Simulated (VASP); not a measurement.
# La2O3 (P-62m) in VASP: settings compared

The runs below take La2O3 through relaxation of cell and atoms, single point, with PBE, PBEsol.

Everything below comes from runs of VASP 6.6.1. Logs are shortened: lines on timing, memory, paths and dates and some standing lists are left out, and cuts for length are marked.

### 1 The cell of the first run

It takes space group P-62m (No. 189, hexagonal). The conventional cell has a = 6.267 Å, b = 6.267 Å, c = 3.300 Å, α = 90.00°, β = 90.00°, γ = 120.00°. La (site symmetry -6) has 6 O at 2.45 Å and 2 La at 3.30 Å within 3.3 Å. O (site symmetry m2m) has 4 La at 2.45 Å and 6 O at 3.13 to 3.30 Å within 3.3 Å.

### 2 Relaxation of cell and atoms, PBE

Input file INCAR:

```
  PREC = Accurate
  ENCUT = 600
  EDIFF = 1E-6
  ISMEAR = -1
  SIGMA = 0.05
  LREAL = F
  LASPH = T
  NELM = 100
  ALGO = Normal
  ISIF = 3
  LWAVE = F
  LCHARG = F
  GGA = PE
  IBRION = 2
  NSW = 60
  EDIFFG = -0.01
```

Input file KPOINTS:

```
regular mesh
0
Gamma
  5 5 8
```

Input file POSCAR:

```
La2O3
1.0
    6.2667802772      0.0000000000      0.0000000000
   -3.1333901386      5.4271909200      0.0000000000
    0.0000000000      0.0000000000      3.2997660000
La O
2 3
Direct
    0.6666666667      0.3333333333      0.5000000000
    0.3333333333      0.6666666667      0.5000000000
    0.5080139900      0.0000000000      0.0000000000
    0.0000000000      0.5080139900      0.0000000000
    0.4919860100      0.4919860100      0.0000000000
```

Potentials or basis: VASP PAW PBE potentials, release 64 (La, O).

Run with:

```console
$ cat potpaw_PBE.64/La/POTCAR potpaw_PBE.64/O/POTCAR > POTCAR
$ mpirun -np 1 vasp_std > vasp.out
```

OUTCAR:

```text
PREC = Accurate
   ENCUT = 600
   EDIFF = 1E-6
   ISMEAR = -1
   LREAL = F
   LASPH = T
   NELM = 100
   ISIF = 3
   GGA = PE
   IBRION = 2
   NSW = 60
   EDIFFG = -0.01

 ion  position               nearest neighbor table
   1  0.667  0.333  0.500-   3 2.45   3 2.45   4 2.45   4 2.45   5 2.45   5 2.45   2 3.62   2 3.62
                             2 3.62
   2  0.333  0.667  0.500-   4 2.45   4 2.45   3 2.45   3 2.45   5 2.45   5 2.45   1 3.62   1 3.62
                             1 3.62
   3  0.508  0.000  0.000-   1 2.45   1 2.45   2 2.45   2 2.45
   4  0.000  0.508  0.000-   2 2.45   2 2.45   1 2.45   1 2.45
   5  0.492  0.492  0.000-   1 2.45   1 2.45   2 2.45   2 2.45

  LATTYP: Found a hexagonal cell.
 ALAT       =     6.2667802772
 C/A-ratio  =     0.5265488583

  Lattice vectors:

 A1 = (   6.2667802772,   0.0000000000,   0.0000000000)
 A2 = (  -3.1333901386,   5.4271909200,   0.0000000000)
 A3 = (   0.0000000000,   0.0000000000,   3.2997660000)

Analysis of symmetry for initial positions (statically):
=====================================================================
 Subroutine PRICEL returns:
 Original cell was already a primitive cell.

 Routine SETGRP: Setting up the symmetry group for a
 hexagonal supercell.

 Subroutine GETGRP returns: Found 12 space group operations
 (whereof 12 operations were pure point group operations)
 out of a pool of 24 trial point group operations.

The static configuration has the point symmetry D_3h.

Analysis of symmetry for dynamics (positions and initial velocities):
=====================================================================
 Subroutine PRICEL returns:
 Original cell was already a primitive cell.

 Routine SETGRP: Setting up the symmetry group for a
 hexagonal supercell.

 Subroutine GETGRP returns: Found 12 space group operations
 (whereof 12 operations were pure point group operations)
 out of a pool of 24 trial point group operations.

The dynamic configuration has the point symmetry D_3h.

 Subroutine INISYM returns: Found 12 space group operations
 (whereof 12 operations are pure point group operations),
 and found     1 'primitive' translations

----------------------------------------------------------------------------------------

[... 116 lines left out ...]
     AMIX     =   0.40;   BMIX     =  1.00
     AMIX_MAG =   1.60;   BMIX_MAG =  1.00
  volume/ion in A,a.u.               =      22.45       151.47
  Fermi-wavevector in a.u.,A,eV,Ry     =   1.160719  2.193442 18.330716  1.347270
  Thomas-Fermi vector in A             =   2.297299
   LORBIT       =      0    0 simple, 1 ext, 2 COOP (PROOUT), +10 PAW based schemes
   GGA     = PE    functional components
   LHFCALC =     F    Hartree Fock is set to
   AEXX    =    0.0000 exact exchange contribution
   IVDW    =     0    specifies the selected vdW correction
   LEPSILON=     F    determine dielectric tensor
   LRPA    =     F    only Hartree local field effects (RPA)
 conjugate gradient relaxation of ions
 non-spin polarized calculation
  energy-cutoff  :      600.00
  volume of cell :      112.23
 maximum number of plane-waves:      3781
 NGX is ok and might be reduce to    50
   NGX = 25   NGY = 25   NGZ = 13

--------------------------------------- Ionic step        1  -------------------------------------------

 number of electron      40.0000012 magnetization

 Free energy of the ion-electron system (eV)
  ---------------------------------------------------
  ext. energy  EPLUGINS =         0.00000000
  ---------------------------------------------------
  free energy    TOTEN  =       -40.75227520 eV

  energy without entropy =      -40.75227520  energy(sigma->0) =      -40.75227520

------------------------ aborting loop because EDIFF is reached ----------------------------------------

  FORCE on cell =-STRESS in cart. coord.  units (eV):
  Direction    XX          YY          ZZ          XY          YZ          ZX
  --------------------------------------------------------------------------------------
  -------------------------------------------------------------------------------------
  Total        1.7986154      1.7986154      0.1445332      0.0000000     -0.0000000     -0.0000000
  in kB       25.6771125     25.6771125      2.0633618      0.0000000     -0.0000000     -0.0000000
  external PRESSURE =      17.8058623 kB  Pullay stress =       0.0000000 kB
[... 98 lines left out ...]
  FREE ENERGIE OF THE ION-ELECTRON SYSTEM (eV)
  ---------------------------------------------------
  free  energy   TOTEN  =       -40.7764009246 eV

  energy  without entropy=      -40.7764009234  energy(sigma->0) =      -40.77640092

[... ionic steps 4 to 10 ...]

--------------------------------------- Ionic step       11  -------------------------------------------

 number of electron      40.0000007 magnetization

------------------------ aborting loop because EDIFF is reached ----------------------------------------
[... 73 lines left out ...]
--------------------------------------- Ionic step       13  -------------------------------------------

 number of electron      40.0000008 magnetization

 Free energy of the ion-electron system (eV)
  ---------------------------------------------------
  ext. energy  EPLUGINS =         0.00000000
  ---------------------------------------------------
  free energy    TOTEN  =       -40.78389132 eV

  energy without entropy =      -40.78389131  energy(sigma->0) =      -40.78389132

 E-fermi :   3.9430     XC(G=0):  -8.2191

 val. band max:        3.1301772178   @ k =   0.0000   0.0000   0.5000
 cond. band min:       4.7525408669   @ k =   0.0000   0.0000   0.0000
 fundamental gap:      1.6223636491
 Fermi energy:         3.9430344166

 k-point     1 :       0.0000    0.0000    0.0000
  band No.  band energies     occupation
      1     -27.4214      2.00000
      2     -27.2291      2.00000
      3     -14.2431      2.00000
      4     -14.2431      2.00000
      5     -12.6395      2.00000
      6     -10.9701      2.00000
[... 637 lines left out ...]
     23       7.5323      0.00000
     24       7.5624      0.00000

 [... further k-points ...]

------------------------ aborting loop because EDIFF is reached ----------------------------------------

  FORCE on cell =-STRESS in cart. coord.  units (eV):
  Direction    XX          YY          ZZ          XY          YZ          ZX
  --------------------------------------------------------------------------------------
  -------------------------------------------------------------------------------------
  Total        0.0122679      0.0122679     -0.0050271      0.0000000      0.0000000      0.0000000
  in kB        0.1706430      0.1706430     -0.0699250      0.0000000      0.0000000      0.0000000
  external PRESSURE =       0.0904537 kB  Pullay stress =       0.0000000 kB
[... 20 lines left out ...]
  FREE ENERGIE OF THE ION-ELECTRON SYSTEM (eV)
  ---------------------------------------------------
  free  energy   TOTEN  =       -40.7838913164 eV

  energy  without entropy=      -40.7838913147  energy(sigma->0) =      -40.78389132

 reached required accuracy - stopping structural energy minimisation
```

OSZICAR:

```text
N       E                     dE             d eps       ncg     rms          rms(c)
DAV:   1     0.556680253848E+03    0.55668E+03   -0.17718E+04  1200   0.263E+03
DAV:   2     0.132608091842E+03   -0.42407E+03   -0.41802E+03  1776   0.401E+02
DAV:   3    -0.190523915456E+02   -0.15166E+03   -0.14973E+03  2168   0.252E+02
DAV:   4    -0.467053157058E+02   -0.27653E+02   -0.25908E+02  2192   0.110E+02
[... 120 lines left out ...]
       N       E                     dE             d eps       ncg     rms          rms(c)
DAV:   1    -0.407839530584E+02   -0.10052E-03   -0.87139E-03  1976   0.158E+00    0.562E-02
DAV:   2    -0.407839186736E+02    0.34385E-04   -0.39138E-04  1952   0.196E-01    0.316E-02
DAV:   3    -0.407838919521E+02    0.26721E-04   -0.72629E-05  2248   0.112E-01    0.656E-03
DAV:   4    -0.407838913164E+02    0.63575E-06   -0.39334E-06  1528   0.171E-02
  13 F= -.40783891E+02 E0= -.40783891E+02  d E =-.382030E-04
```

Wall time 28 min (1 thread of Intel Xeon 8259CL, shared host); peak memory 0.32 GiB.

Results:

| Item | Value |
| --- | --- |
| Free energy | -40.7839 eV |
| Relaxed volume | 23.04 Å³/atom |
| Relaxed cell | a = 6.364 Å, b = 6.364 Å, c = 3.284 Å, α = 90.00°, β = 90.00°, γ = 120.00° |
| Space group after relaxing (to 0.1 Å) | P6/mmm (No. 191) |
| Energy gained by relaxing | 6.3 meV/atom |
| Ionic steps | 13 |
| Pressure after relaxing | 0.0 GPa |
| Band gap on the k mesh | 1.62 eV (least direct gap 2.07 eV) |

Step by step:
```tsv
step	energy change (eV)	largest force (eV/Å)	pressure (GPa)	volume (Å³)
1	0.0000	0.0469	1.78	112.23
2	-0.0221	0.0630	-1.06	116.32
3	-0.0241	0.0596	-0.45	115.39
4	-0.0267	0.0557	0.23	115.03
5	-0.0276	0.0569	0.00	115.15
6	-0.0280	0.0541	0.02	115.14
7	-0.0292	0.0421	0.06	115.08
8	-0.0307	0.0253	0.15	114.98
9	-0.0310	0.0112	0.29	114.77
10	-0.0313	0.0031	0.24	114.86
11	-0.0315	0.0015	-0.12	115.30
12	-0.0316	0.0003	0.00	115.16
13	-0.0316	0.0004	0.01	115.18
```

Final structure:
```cif
data_structure
_symmetry_space_group_name_H-M 'P 1'
_symmetry_Int_Tables_number 1
_cell_length_a 6.3638
_cell_length_b 6.3638
_cell_length_c 3.2842
_cell_angle_alpha 90.000
_cell_angle_beta 90.000
_cell_angle_gamma 120.000
_cell_volume 115.18
loop_
_atom_site_label
_atom_site_type_symbol
_atom_site_fract_x
_atom_site_fract_y
_atom_site_fract_z
_atom_site_occupancy
La1 La 0.66667 0.33333 0.50000 1
La2 La 0.33333 0.66667 0.50000 1
O1 O 0.49996 0.00000 0.00000 1
O2 O 0.00000 0.49996 0.00000 1
O3 O 0.50004 0.50004 0.00000 1
```

Caveat: spin-orbit coupling is left out, which moves the levels of the heavy elements.

### 3 Single point, PBEsol

Input file INCAR:

```
SYSTEM = La2O3
PREC = Accurate
ENCUT = 600
EDIFF = 1E-6
ISMEAR = -1
SIGMA = 0.02
LREAL = .False.
LASPH = .True.
NELM = 200
ALGO = Normal
ISIF = 2
LWAVE = .False.
LCHARG = .True.
GGA = PS
LELF = .True.
LVHAR = .True.
NBANDS = 28
GGA_COMPAT = .False.
LMAXMIX = 6
```

Input file KPOINTS:

```
Automatic mesh
0
Gamma
  6 6 8
  0 0 0
```

POSCAR is that of step 2.

Potentials or basis: VASP PAW PBE potentials, release 64 (La, O).

Run with:

```console
$ cat potpaw_PBE.64/La/POTCAR potpaw_PBE.64/O/POTCAR > POTCAR
$ mpirun -np 1 vasp_std > vasp.out
```

It took 5.5 min on 1 thread of Intel Xeon 8259CL, shared host; peak memory 0.33 GiB.

Results (log left out):

| Property | Result |
| --- | --- |
| Free energy | -42.4474 eV |
| Pressure | -1.3 GPa |
| Largest force | 0.062 eV/Å |
| Band gap on the k mesh | 1.46 eV (least direct gap 1.98 eV) |

Forces on the atoms (eV/Å):
```
La   0.000  0.000  0.000
La   0.000  0.000  0.000
O   -0.062  0.000  0.000
O    0.031 -0.053  0.000
O    0.031  0.053  0.000
```

Stress tensor (GPa, compression positive):
```
 0.00  0.00  0.00
 0.00  0.00  0.00
 0.00  0.00 -3.85
```

Levels at points of the mesh, in eV from the valence-band top:
```csv
k point,band 18,band 19,band 20,band 21,band 22,band 23
"(0.00, 0.00, 0.00)",-1.03,-0.73,-0.51,1.46,3.50,4.01
"(0.50, 0.00, 0.00)",-1.19,-1.16,-0.97,2.62,3.51,4.31
"(0.00, 0.00, 0.50)",-1.20,-0.34,0.00,4.34,4.37,4.39
"(0.50, 0.00, 0.50)",-1.42,-0.69,-0.65,4.31,4.44,4.45
```

Caveat: the PAW data sets were made with another functional, which shifts forces and pressure a little; spin-orbit coupling is left out, which moves the levels of the heavy elements. A k mesh can miss the band edges.
